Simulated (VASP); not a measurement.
# HfSc (P-6m2) in VASP: single point with LDA

Aim: the single point of HfSc with LDA.

Program: VASP 6.6.1. These are calculated values, not measurements. Logs are shortened: lines on timing, memory, paths and dates and some standing lists are left out, and cuts for length are marked.

## Step 1: The cell of the first run

The structure is hexagonal, space group P-6m2 (No. 187). The conventional cell has a = 3.240 Å, b = 3.240 Å, c = 5.104 Å, α = 90.00°, β = 90.00°, γ = 120.00°. Hf (site symmetry -6m2) has 6 Sc at 3.16 Å and 6 Hf at 3.24 Å within 4.2 Å. Within 4.2 Å of Sc (site symmetry -6m2) lie 6 Hf at 3.16 Å and 6 Sc at 3.24 Å.

## Step 2: Single point, LDA

INCAR

```
SYSTEM = HfSc
PREC = Accurate
ENCUT = 500
EDIFF = 1E-6
ISMEAR = 1
SIGMA = 0.15
LREAL = .FALSE.
LASPH = .TRUE.
NELM = 120
ALGO = Normal
ISIF = 2
LWAVE = .FALSE.
LCHARG = .FALSE.
NBANDS = 98
GGA_COMPAT = .FALSE.
```

KPOINTS

```
Automatic mesh
0
G
  3 3 2
  0 0 0
```

POSCAR

```
HfSc
1.0
    6.4802408876      0.0000000000      0.0000000000
   -3.2401204438      5.6120532313      0.0000000000
    0.0000000000      0.0000000000     10.2082580000
Hf Sc
8 8
Direct
    0.3333333333      0.1666666667      0.2500000000
    0.3333333333      0.1666666667      0.7500000000
    0.3333333333      0.6666666667      0.2500000000
    0.3333333333      0.6666666667      0.7500000000
    0.8333333333      0.1666666667      0.2500000000
    0.8333333333      0.1666666667      0.7500000000
    0.8333333333      0.6666666667      0.2500000000
    0.8333333333      0.6666666667      0.7500000000
    0.1666666667      0.3333333333      0.0000000000
    0.1666666667      0.3333333333      0.5000000000
    0.1666666667      0.8333333333      0.0000000000
    0.1666666667      0.8333333333      0.5000000000
    0.6666666667      0.3333333333      0.0000000000
    0.6666666667      0.3333333333      0.5000000000
    0.6666666667      0.8333333333      0.0000000000
    0.6666666667      0.8333333333      0.5000000000
```

Potentials or basis: VASP PAW LDA potentials, release 64 (Hf_pv, Sc_sv).

Launch:

```console
$ cat potpaw_LDA.64/Hf_pv/POTCAR potpaw_LDA.64/Sc_sv/POTCAR > POTCAR
$ mpirun -np 1 vasp_std > vasp.out
```

OUTCAR:

```text
SYSTEM = HfSc
   PREC = Accurate
   ENCUT = 500
   EDIFF = 1E-6
   ISMEAR = 1
   LREAL = .FALSE.
   LASPH = .TRUE.
   NELM = 120
   ISIF = 2

 ion  position               nearest neighbor table
   1  0.333  0.167  0.250-   9 3.16  10 3.16  11 3.16  12 3.16  13 3.16  14 3.16   3 3.24   7 3.24
                             3 3.24   7 3.24   5 3.24   5 3.24
   2  0.333  0.167  0.750-   9 3.16  10 3.16  11 3.16  12 3.16  13 3.16  14 3.16   4 3.24   8 3.24
                             4 3.24   8 3.24   6 3.24   6 3.24
   3  0.333  0.667  0.250-  11 3.16  12 3.16   9 3.16  10 3.16  15 3.16  16 3.16   1 3.24   5 3.24
                             1 3.24   5 3.24   7 3.24   7 3.24
   4  0.333  0.667  0.750-  11 3.16  12 3.16   9 3.16  10 3.16  15 3.16  16 3.16   2 3.24   6 3.24
                             2 3.24   6 3.24   8 3.24   8 3.24
   5  0.833  0.167  0.250-  13 3.16  14 3.16  15 3.16  16 3.16   9 3.16  10 3.16   3 3.24   7 3.24
                             7 3.24   3 3.24   1 3.24   1 3.24
   6  0.833  0.167  0.750-  13 3.16  14 3.16  15 3.16  16 3.16   9 3.16  10 3.16   4 3.24   8 3.24
                             8 3.24   4 3.24   2 3.24   2 3.24
   7  0.833  0.667  0.250-  15 3.16  16 3.16  13 3.16  14 3.16  11 3.16  12 3.16   1 3.24   5 3.24
                             5 3.24   1 3.24   3 3.24   3 3.24
   8  0.833  0.667  0.750-  15 3.16  16 3.16  13 3.16  14 3.16  11 3.16  12 3.16   2 3.24   6 3.24
                             6 3.24   2 3.24   4 3.24   4 3.24
   9  0.167  0.333  0.000-   1 3.16   2 3.16   3 3.16   4 3.16   5 3.16   6 3.16  11 3.24  15 3.24
                            11 3.24  15 3.24  13 3.24  13 3.24
  10  0.167  0.333  0.500-   1 3.16   2 3.16   3 3.16   4 3.16   5 3.16   6 3.16  12 3.24  16 3.24
                            12 3.24  16 3.24  14 3.24  14 3.24
  11  0.167  0.833  0.000-   3 3.16   4 3.16   1 3.16   2 3.16   7 3.16   8 3.16   9 3.24  13 3.24
                             9 3.24  13 3.24  15 3.24  15 3.24
[... 15 lines left out ...]
  Lattice vectors:

 A1 = (   6.4802408876,   0.0000000000,   0.0000000000)
 A2 = (  -3.2401204438,   5.6120532313,   0.0000000000)
 A3 = (   0.0000000000,   0.0000000000,  10.2082580000)

Analysis of symmetry for initial positions (statically):
=====================================================================
 Subroutine PRICEL returns following result:

  LATTYP: Found a hexagonal cell.
 ALAT       =     3.2401204438
 C/A-ratio  =     1.5752898969

  Lattice vectors:

 A1 = (   3.2401204438,   0.0000000000,   0.0000000000)
 A2 = (  -1.6200602219,   2.8060266157,   0.0000000000)
 A3 = (   0.0000000000,   0.0000000000,   5.1041290000)

   8 primitive cells build up your supercell.

 Routine SETGRP: Setting up the symmetry group for a
 hexagonal supercell.

 Subroutine GETGRP returns: Found 12 space group operations
 (whereof 12 operations were pure point group operations)
 out of a pool of 24 trial point group operations.

The static configuration has the point symmetry D_3h.

Analysis of symmetry for dynamics (positions and initial velocities):
=====================================================================
 Subroutine PRICEL returns following result:

  LATTYP: Found a hexagonal cell.
 ALAT       =     3.2401204438
 C/A-ratio  =     1.5752898969

  Lattice vectors:

 A1 = (   3.2401204438,   0.0000000000,   0.0000000000)
 A2 = (  -1.6200602219,   2.8060266157,   0.0000000000)
 A3 = (   0.0000000000,   0.0000000000,   5.1041290000)

   8 primitive cells build up your supercell.

 Routine SETGRP: Setting up the symmetry group for a
 hexagonal supercell.

 Subroutine GETGRP returns: Found 12 space group operations
 (whereof 12 operations were pure point group operations)
 out of a pool of 24 trial point group operations.

The dynamic configuration has the point symmetry D_3h.

 Subroutine INISYM returns: Found 12 space group operations
 (whereof 12 operations are pure point group operations),
 and found     8 'primitive' translations

----------------------------------------------------------------------------------------

                                     Primitive cell

  volume of cell :      46.4060

  direct lattice vectors                    reciprocal lattice vectors
     3.240120444  0.000000000  0.000000000     0.308630502  0.178187904  0.000000000
    -1.620060222  2.806026616  0.000000000     0.000000000  0.356375807  0.000000000
     0.000000000  0.000000000  5.104129000     0.000000000  0.000000000  0.195919813

  length of vectors
     3.240120444  3.240120444  5.104129000     0.356375807  0.356375807  0.195919813

  position of ions in fractional coordinates (direct lattice)
     0.666666667  0.333333333  0.500000000
     0.333333333  0.666666667  0.000000000

  ion indices of the primitive-cell ions
   primitive index   ion index
                 1           1
                 2           9

----------------------------------------------------------------------------------------

 KPOINTS: Automatic mesh

Automatic generation of k-mesh.
 Grid dimensions read from file:
 generate k-points for:    3    3    2

 Generating k-lattice:

  Cartesian coordinates                     Fractional coordinates (reciprocal lattice)
     0.051438417  0.029697984  0.000000000     0.333333333 -0.000000000  0.000000000
     0.000000000  0.059395968  0.000000000     0.000000000  0.333333333  0.000000000
     0.000000000  0.000000000  0.048979953     0.000000000  0.000000000  0.500000000

  Length of vectors
     0.059395968  0.059395968  0.048979953

  Shift w.r.t. Gamma in fractional coordinates (k-lattice)
     0.000000000  0.000000000  0.000000000

 Subroutine IBZKPT returns following result:
 ===========================================

 Found      6 irreducible k-points:

 Following reciprocal coordinates:
            Coordinates               Weight
  0.000000  0.000000  0.000000      1.000000
  0.333333  0.000000  0.000000      6.000000
  0.333333  0.333333  0.000000      2.000000
  0.000000  0.000000  0.500000      1.000000
  0.333333  0.000000  0.500000      6.000000
  0.333333  0.333333  0.500000      2.000000
   k-points           NKPTS =      6   k-points in BZ     NKDIM =      6   number of bands    NBANDS=     98
   number of dos      NEDOS =    301   number of ions     NIONS =     16
   total plane-waves  NPLWV = 184320
   dimension x,y,z NGX =    48 NGY =   48 NGZ =   80
   dimension x,y,z NGXF=    96 NGYF=   96 NGZF=  160
   ions per type =               8   8
   NGX,Y,Z   is equivalent  to a cutoff of  12.31, 12.31, 13.03 a.u.
   NGXF,Y,Z  is equivalent  to a cutoff of  24.63, 24.63, 26.06 a.u.
 SYSTEM =  HfSc
   PREC   = accura    normal or accurate (medium, high low for compatibility)
   ISTART =      0    job   : 0-new  1-cont  2-samecut
   ICHARG =      2    charge: 1-file 2-atom 10-const
   ISPIN  =      1    spin polarized calculation?
   LNONCOLLINEAR =      F non collinear calculations
   LSORBIT =      F    spin-orbit coupling
   LASPH  =      T    aspherical Exc in radial PAW
   ENCUT  =  500.0 eV  36.75 Ry    6.06 a.u.  11.81 11.81 18.61*2*pi/ulx,y,z
   NELM   =    120;   NELMIN=  2; NELMDL= -5     # of ELM steps
   EDIFF  = 0.1E-05   stopping-criterion for ELM
   LREAL  =      F    real-space projection
[... 7 lines left out ...]
   TEBEG  =    0.0;   TEEND  =   0.0 temperature during run
   PSTRESS=    0.0 pullay stress
   NELECT =     168.0000    total number of electrons
   NUPDOWN=      -1.0000    fix difference up-down
   EMIN   =  10.00;   EMAX   =-10.00  energy-range for DOS
   EFERMI =   0.00;   METHOD = LEGACY
   ISMEAR =     1;   SIGMA  =   0.15  broadening in eV -4-tet -1-fermi 0-gaus
   EFERMI_NEDOS =   21; number of points for ismear=-14 and -15
   IALGO  =     38    algorithm
   IMIX   =      4    mixing-type and parameters
     AMIX     =   0.40;   BMIX     =  1.00
     AMIX_MAG =   1.60;   BMIX_MAG =  1.00
  volume/ion in A,a.u.               =      23.20       156.58
  Fermi-wavevector in a.u.,A,eV,Ry     =   1.256868  2.375136 21.493363  1.579718
  Thomas-Fermi vector in A             =   2.390555
   LORBIT       =      0    0 simple, 1 ext, 2 COOP (PROOUT), +10 PAW based schemes
   GGA     = CA    functional components
   LHFCALC =     F    Hartree Fock is set to
   AEXX    =    0.0000 exact exchange contribution
   IVDW    =     0    specifies the selected vdW correction
   LEPSILON=     F    determine dielectric tensor
   LRPA    =     F    only Hartree local field effects (RPA)
 non-spin polarized calculation
 Methfessel and Paxton  Order N= 1 SIGMA  =   0.15
  energy-cutoff  :      500.00
  volume of cell :      371.25
 maximum number of plane-waves:      9470
 NGX is ok and might be reduce to    48
   NGX = 23   NGY = 23   NGZ = 37

 number of electron     168.0000020 magnetization

 Free energy of the ion-electron system (eV)
  ---------------------------------------------------
  ext. energy  EPLUGINS =         0.00000000
  ---------------------------------------------------
  free energy    TOTEN  =      -138.56818632 eV

  energy without entropy =     -138.59052134  energy(sigma->0) =     -138.57563133

 E-fermi :   4.0328     XC(G=0): -10.8593

 val. band max:        3.9718410300   @ k =   0.0000   0.0000   0.0000
 cond. band min:       4.0522087885   @ k =   0.3333   0.0000   0.5000
 fundamental gap:      0.0803677585
 Fermi energy:         4.0328007549

 k-point     1 :       0.0000    0.0000    0.0000
  band No.  band energies     occupation
      1     -44.5335      2.00000
      2     -44.5331      2.00000
      3     -44.4862      2.00000
      4     -44.4862      2.00000
      5     -44.4862      2.00000
      6     -44.4862      2.00000
[... 583 lines left out ...]
     95       5.0613     -0.00000
     96       5.0613     -0.00000
 [bands above 96 left out]

------------------------ aborting loop because EDIFF is reached ----------------------------------------

  FORCE on cell =-STRESS in cart. coord.  units (eV):
  Direction    XX          YY          ZZ          XY          YZ          ZX
  --------------------------------------------------------------------------------------
  -------------------------------------------------------------------------------------
  Total      -14.9145927    -14.9145927    -17.0557268      0.0000000      0.0000000     -0.0000000
  in kB      -64.3661318    -64.3661318    -73.6065131      0.0000000      0.0000000     -0.0000000
  external PRESSURE =     -67.4462589 kB  Pullay stress =       0.0000000 kB

 VOLUME and BASIS-vectors are now :
 -----------------------------------------------------------------------------
  energy-cutoff  :      500.00
  volume of cell :      371.25
      direct lattice vectors                 reciprocal lattice vectors
     6.480240888  0.000000000  0.000000000     0.154315251  0.089093952  0.000000000
    -3.240120444  5.612053231  0.000000000     0.000000000  0.178187904  0.000000000
     0.000000000  0.000000000 10.208258000     0.000000000  0.000000000  0.097959907

 POSITION                                       TOTAL-FORCE (eV/Angst)
 -----------------------------------------------------------------------------------
      1.62006      0.93534      2.55206        -0.000000     -0.000000      0.000000
      1.62006      0.93534      7.65619        -0.000000     -0.000000     -0.000000
     -0.00000      3.74137      2.55206         0.000000     -0.000000     -0.000000
     -0.00000      3.74137      7.65619         0.000000     -0.000000     -0.000000
      4.86018      0.93534      2.55206         0.000000     -0.000000     -0.000000
      4.86018      0.93534      7.65619        -0.000000     -0.000000      0.000000
[... 8 lines left out ...]
      1.62006      4.67671      0.00000         0.000000     -0.000000     -0.000000
      1.62006      4.67671      5.10413         0.000000      0.000000      0.000000
 -----------------------------------------------------------------------------------
    total drift:                               -0.000002      0.000001      0.000000

  FREE ENERGIE OF THE ION-ELECTRON SYSTEM (eV)
  ---------------------------------------------------
  free  energy   TOTEN  =      -138.5681863152 eV

  energy  without entropy=     -138.5905213447  energy(sigma->0) =     -138.57563133
```

Wall time 7.8 min (1 thread of Intel Xeon Platinum 8259CL at 2.50GHz (Skylake/Cascade Lake), shared host); peak memory 0.41 GiB.

What came out:

| Item | Value |
| --- | --- |
| Free energy | -138.5682 eV |
| Pressure | -6.7 GPa |
| Band gap on the k mesh | zero (bands 84 and 85 overlap by 0.33 eV) |

Stress tensor (GPa, compression positive):
```
-6.44  0.00  0.00
 0.00 -6.44  0.00
 0.00  0.00 -7.36
```

Levels at points of the mesh, in eV from the Fermi level:
```csv
k point,band 80,band 81,band 82,band 83,band 84,band 85,band 86,band 87,band 88,band 89
"(0.00, 0.00, 0.00)",-0.35,-0.35,-0.06,-0.06,-0.06,0.42,0.86,0.96,1.21,1.21
"(0.00, 0.00, 0.50)",-0.43,-0.43,-0.43,-0.43,-0.43,0.46,0.46,1.34,1.34,1.35
```

Caveat: the k points lie up to 0.37 Å⁻¹ apart; spin-orbit coupling is left out, which moves the levels of the heavy elements.

The gap in the log of VASP goes by the Fermi energy; the results here count the filled bands.